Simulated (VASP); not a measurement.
Write the native input for VASP 6.6.1 that does the following.

```
Task                   : single point
Functional             : PBE
Potentials or basis    : VASP PAW PBE potentials, release 64 (Mn_pv, Sb)
Cutoff                 : 520 eV
k mesh                 : 10 × 10 × 10
Occupations            : fermi-dirac, width 0.03 eV
Spin                   : collinear spin, ferromagnetic start
Starting moments       : [4.0, 0.0] μB
Dipole correction      : no
Further INCAR settings : ALGO = Normal; EDIFF = 1e-06; NBANDS = 20
```

The structure of MnSb (zincblende type) lies in POSCAR:

```
MnSb
1.0
    0.0000000000      3.0900880792      3.0900880792
    3.0900880792      0.0000000000      3.0900880792
    3.0900880792      3.0900880792      0.0000000000
Mn Sb
1 1
Direct
    0.0000000000      0.0000000000      0.0000000000
    0.2500000000      0.2500000000      0.2500000000
```

These files were run (other wordings do the same):

INCAR

```
PREC = Accurate ; ENCUT = 520
EDIFF = 1E-6 ; ISMEAR = -1
SIGMA = 0.03 ; LREAL = F
LASPH = T ; NELM = 150
ALGO = Normal ; ISIF = 2
LWAVE = F ; LCHARG = F
ISPIN = 2 ; MAGMOM = 4 0
LORBIT = 11 ; LMAXMIX = 4
GGA = PE ; NBANDS = 20
```

KPOINTS

```
regular mesh
0
Gamma
  10 10 10
```

Potentials or basis: VASP PAW PBE potentials, release 64 (Mn_pv, Sb).

The run is started by

```bash
$ cat potpaw_PBE.64/Mn_pv/POTCAR potpaw_PBE.64/Sb/POTCAR > POTCAR
$ mpirun -np 1 vasp_std > vasp.out
```

It gave:

```json
{"Pressure": "-0.1 GPa", "Band gap on the k mesh": "zero (filled and empty bands overlap)", "Net moment": "4.00 μB per cell", "Site moments": "Mn +3.89; Sb -0.17 μB", "Valence electrons inside the program's atomic spheres": "Mn 11.43; Sb 2.50"}
```

Caveat: spin-orbit coupling is left out, which moves the levels of the heavy elements; a cell with one magnetic atom can't hold antiferromagnetic order, which such compounds often take.

It took 110 s on 1 thread of Intel Xeon 6975P-C, with other jobs on the host, peak memory 0.29 GiB.
